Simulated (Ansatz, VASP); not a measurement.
Given: the input of a run of VASP 6.6.1 on TePb.

File POSCAR:

```
TePb
1.0
    0.0000000000      3.2310000000      3.2310000000
    3.2310000000      0.0000000000      3.2310000000
    3.2310000000      3.2310000000      0.0000000000
Pb Te
1 1
Direct
    0.0000000000      0.0000000000      0.0000000000
    0.5000000000      0.5000000000      0.5000000000
```

File INCAR.step1:

```
PREC = Accurate
ENCUT = 600
EDIFF = 1E-5
ISMEAR = -1
SIGMA = 0.05
LREAL = F
LASPH = T
NELM = 60
ALGO = Normal
LWAVE = T
LCHARG = F
GGA = PE
NBANDS = 17
```

INCAR.step2

```
PREC = Accurate
ENCUT = 600
EDIFF = 1E-7
ISMEAR = -1
SIGMA = 0.05
LREAL = F
LASPH = T
NELM = 60
ALGO = Normal
ISIF = 3
LWAVE = F
LCHARG = F
GGA = PE
LHFCALC = T
AEXX = 0.25
HFSCREEN = 0.3
PRECFOCK = Normal
IBRION = 2
NSW = 60
EDIFFG = -0.01
ISTART = 1
```

File KPOINTS:

```
Automatic mesh
0
Gamma
  4 4 4
```

Potentials or basis: VASP PAW PBE potentials, release 64 (Pb_d, Te).

Run with:

```sh
$ cat potpaw_PBE.64/Pb_d/POTCAR potpaw_PBE.64/Te/POTCAR > POTCAR
$ cp INCAR.step1 INCAR
$ mpirun -np 1 vasp_std > vasp.out
$ cp INCAR.step2 INCAR
$ mpirun -np 1 vasp_std > vasp.out
```

Set up the same calculation for Ansatz 0.2.0. Potentials there: Ansatz PAW.

As run (the cutoff follows the program's own potentials):

input.yaml

```yaml
crystal:
  lattice:
    - [0.0, 3.231, 3.231]
    - [3.231, 0.0, 3.231]
    - [3.231, 3.231, 0.0]
  atoms:
    - { symbol: Pb, position: [0.0, 0.0, 0.0] }
    - { symbol: Te, position: [0.5, 0.5, 0.5] }
hamiltonian:
  xc: { exchange: pbe, correlation: pbe, exx: { coeff: 0.25, omega: 0.3 } }
  pseudopotentials: { kind: paw }
kpoints:
  mp_grid: { grid: [4, 4, 4] }
scf:
  occupations: { method: fermi_dirac, width: 0.05 }
output:
  forces: true
  stress: true
relax:
  f_tol: 0.01
  max_steps: 40
  cell: { stress_tol: 0.05 }
```

Potentials or basis: Ansatz PAW.

Launch:

```bash
$ ansatz run input.yaml --threads 2 --pin off --max-ram 5632MiB --backend cpu --events-out ev --progress --plain --runs-dir out
```

Both were run:

|  | VASP | Ansatz | Ansatz less VASP |
| --- | --- | --- | --- |
| gap on the k mesh at the Fermi level, each at its own relaxed structure (eV) | 1.03 | 1.07 | +0.046 |
| relaxed volume (Å³/atom) | 34.58 | 34.72 | +0.136 |
| relaxed length of the cell vector where the two differ most in proportion (Å) | 4.607 | 4.614 | +0.0060 |

VASP's potentials were made for PBE, not for PBE-based screened hybrid. VASP's potentials hold 20 valence electrons a cell and Ansatz's 30, so a difference there can come from the potentials and not from the codes.

The k mesh is coarse, so the values compare programs but aren't converged. Spin-orbit coupling is off throughout. Noted on Ansatz's run: the plane-wave basis is chosen anew once the cell has moved, so the energies of steps on either side of that aren't comparable.
